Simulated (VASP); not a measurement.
## WSe2: single point with PBEsol+D3(BJ)

WSe2:

```
W Se
1.0
     3.32780    0.00000    0.00000
    -1.66390    2.88196    0.00000
     0.00000    0.00000   12.78956
W Se
2 4
Cartesian
  1.6639 0.9607 3.1972
  0.0000 1.9213 9.5924
  0.0000 1.9213 4.8488
  1.6639 0.9607 11.2441
  0.0000 1.9213 1.5455
  1.6639 0.9607 7.9407
```

| Property | Result |
| --- | --- |
| Program | VASP 6.6.1 |
| Task | single point |
| Functional | PBEsol |
| Dispersion | D3(BJ) |
| Potentials or basis | VASP PAW PBE potentials, release 64 (W_sv, Se) |
| Cutoff | 520 eV |
| k mesh | 12 × 12 × 4 |
| Occupations | gaussian, width 0.02 eV |
| Spin | no spin polarisation |
| Dipole correction | no |
| Further INCAR settings | ALGO = Normal; EDIFF = 1e-06; NBANDS = 35 |

```yaml
Pressure: -5.3 GPa
Largest_force: 0.061 eV/Å
Band_gap_on_the_k_mesh: 0.88 eV, indirect (least direct gap 1.36 eV)
Dispersion_energy_per_atom: -0.434 eV
```

Forces in eV/Å, atoms in the order of the input:
```
W    0.000  0.000  0.000
W    0.000  0.000  0.000
Se   0.000  0.000  0.061
Se   0.000  0.000  0.061
Se   0.000  0.000 -0.061
Se   0.000  0.000 -0.061
```

Stress tensor (GPa, compression positive):
```
-6.79  0.00  0.00
 0.00 -6.79  0.00
 0.00  0.00 -2.28
```

Levels at points of the mesh, in eV from the valence-band top:
| k point | band 23 | band 24 | band 25 | band 26 | band 27 | band 28 | band 29 | band 30 |
| --- | --- | --- | --- | --- | --- | --- | --- | --- |
| (0.00, 0.00, 0.00) | -1.76 | -1.09 | -0.94 | 0.00 | 2.41 | 2.41 | 2.46 | 2.46 |
| (0.50, 0.00, 0.00) | -1.62 | -1.57 | -1.36 | -1.35 | 1.82 | 1.87 | 2.10 | 2.36 |
| (0.00, 0.00, 0.50) | -1.79 | -1.79 | -0.18 | -0.18 | 2.42 | 2.42 | 2.42 | 2.42 |
| (0.50, 0.00, 0.50) | -1.49 | -1.49 | -1.44 | -1.44 | 1.84 | 1.84 | 2.26 | 2.26 |

It took 3.9 min on 1 thread of Intel(R) Xeon(R) Platinum 8488C (Sapphire Rapids) (shared host), peak memory 0.41 GiB.

Caveat: the PAW data sets were made with another functional, which shifts forces and pressure a little; spin-orbit coupling is left out, which moves the levels of the heavy elements. A k mesh can miss the band edges.
